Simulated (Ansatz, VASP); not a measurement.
This is a calculation of Hf for VASP 6.6.1.

POSCAR

```
Hf
1.0
   -1.8169539908      1.8169539908      1.8169539908
    1.8169539908     -1.8169539908      1.8169539908
    1.8169539908      1.8169539908     -1.8169539908
Hf
1
Direct
    0.0000000000      0.0000000000      0.0000000000
```

File INCAR.step1:

```
PREC     = Accurate       # precision mode
ENCUT    = 520            # plane-wave cutoff, eV
EDIFF    = 1E-5           # SCF threshold, eV
ISMEAR   = -1             # smearing method
SIGMA    = 0.05           # smearing width, eV
LREAL    = F              # projectors in reciprocal space
LASPH    = T              # aspherical terms in the spheres
NELM     = 60             # most SCF steps
ALGO     = Normal         # electronic algorithm
ISIF     = 2              # what is computed and relaxed
LWAVE    = T              # write WAVECAR
NBANDS   = 11             # bands
GGA      = PE             # functional
```

File INCAR.step2:

```
PREC     = Accurate       # precision mode
ENCUT    = 520            # plane-wave cutoff, eV
EDIFF    = 1E-6           # SCF threshold, eV
ISMEAR   = -1             # smearing method
SIGMA    = 0.05           # smearing width, eV
LREAL    = F              # projectors in reciprocal space
LASPH    = T              # aspherical terms in the spheres
NELM     = 60             # most SCF steps
ALGO     = Normal         # electronic algorithm
ISIF     = 2              # what is computed and relaxed
LWAVE    = F              # write WAVECAR
LCHARG   = T              # write CHGCAR
GGA      = PE             # functional
LHFCALC  = T              # exact exchange
HFSCREEN = 0.2079         # screening, 1/A
PRECFOCK = Normal       
LELF     = T              # ELF
LVHAR    = T            
NBANDS   = 11             # bands
ISTART   = 1
```

KPOINTS

```
regular mesh
0
Gamma
  6 6 6
```

Potentials or basis: VASP PAW PBE potentials, release 64 (Hf_pv).

Command:

```console
$ cat potpaw_PBE.64/Hf_pv/POTCAR > POTCAR
$ cp INCAR.step1 INCAR
$ mpirun -np 1 vasp_std > vasp.out
$ cp INCAR.step2 INCAR
$ mpirun -np 1 vasp_std > vasp.out
```

Task: Translate it to Ansatz 0.2.0. Potentials there: Ansatz PAW.

Result: As run (the cutoff follows the program's own potentials):

File input:

```
crystal:
  lattice:
    - [-1.8169539908, 1.8169539908, 1.8169539908]
    - [1.8169539908, -1.8169539908, 1.8169539908]
    - [1.8169539908, 1.8169539908, -1.8169539908]
  atoms:
    - { symbol: Hf, position: [0.0, 0.0, 0.0] }
hamiltonian:
  xc: hse06
  pseudopotentials: { kind: paw }
kpoints:
  mp_grid: { grid: [6, 6, 6] }
scf:
  occupations: { method: fermi_dirac, width: 0.05 }
output:
  forces: true
  stress: true
  eigenvalues: true
```

Both were run:

|  | VASP | Ansatz | Ansatz less VASP |
| --- | --- | --- | --- |
| gap on the k mesh at the Fermi level (eV) | none | none | - |
| pressure (GPa) | -5.9 | -4.2 | +1.70 |

A gap of «none» marks a metal or a gap that the smearing closes. The functional is the same, so the differences come from potentials, cutoffs and numerics. VASP's potentials hold 10 valence electrons a cell and Ansatz's 26, so a difference there can come from the potentials and not from the codes.

The k mesh is coarse, so the values compare programs but aren't converged. Neither program's run includes spin-orbit coupling.
